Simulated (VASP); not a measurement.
Set up this calculation in VASP 6.6.1, as the native input.

```
Task                   : relaxation of cell and atoms
Functional             : PBE
Potentials or basis    : VASP PAW PBE potentials, release 64 (Si, Sn_d)
Cutoff                 : 600 eV
k mesh                 : 8 × 8 × 8
Occupations            : gaussian, width 0.1 eV
Spin                   : no spin polarisation
Dipole correction      : no
Further INCAR settings : ALGO = Normal; EDIFF = 1e-07; IBRION = 2; EDIFFG = -0.01; NSW = 100; ISIF = 3
```

The structure of Si2Sn lies in POSCAR:

```
Si2Sn
1.0
    0.0000000000      3.8255114723      3.8255114723
    3.8255114723      0.0000000000      3.8255114723
    3.8255114723      3.8255114723      0.0000000000
Si Sn
4 2
Direct
    0.6250000000      0.6250000000      0.6250000000
    0.1250000000      0.6250000000      0.6250000000
    0.6250000000      0.6250000000      0.1250000000
    0.6250000000      0.1250000000      0.6250000000
    0.0000000000      0.0000000000      0.0000000000
    0.2500000000      0.2500000000      0.2500000000
```

One way to write it, as run:

INCAR

```
SYSTEM = Si2Sn
PREC = Accurate ; ENCUT = 600
EDIFF = 1E-7 ; ISMEAR = 0
SIGMA = 0.1 ; LREAL = .False.
LASPH = .True. ; NELM = 100
ALGO = Normal ; ISIF = 3
LWAVE = .False. ; LCHARG = .False.
GGA = PE ; IBRION = 2
NSW = 100 ; EDIFFG = -0.01
```

KPOINTS

```
regular mesh
0
Gamma
  8 8 8
  0 0 0
```

Potentials or basis: VASP PAW PBE potentials, release 64 (Si, Sn_d).

Launch:

```sh
$ cat potpaw_PBE.64/Si/POTCAR potpaw_PBE.64/Sn_d/POTCAR > POTCAR
$ mpirun -np 1 vasp_std > vasp.out
```

Results of the run:

```yaml
Relaxed_volume: 18.98 Å³/atom
Relaxed_cell: a = 5.440 Å, b = 5.440 Å, c = 5.440 Å, α = 60.00°, β = 60.00°, γ = 60.00°
Space_group_after_relaxing_to_0.1_Å: Fd-3m (No. 227)
Energy_gained_by_relaxing: 1.1 meV/atom
Ionic_steps: 3
Pressure_after_relaxing: 0.0 GPa
Band_gap_on_the_k_mesh: zero (bands 22 and 23 overlap by 2.38 eV)
```

Caveat: spin-orbit coupling is left out, which moves the levels of the heavy elements.

Run time: 3.5 min on 1 thread of AMD EPYC 9R45 96-Core Processor (Zen 5) (shared host), peak memory 0.35 GiB.
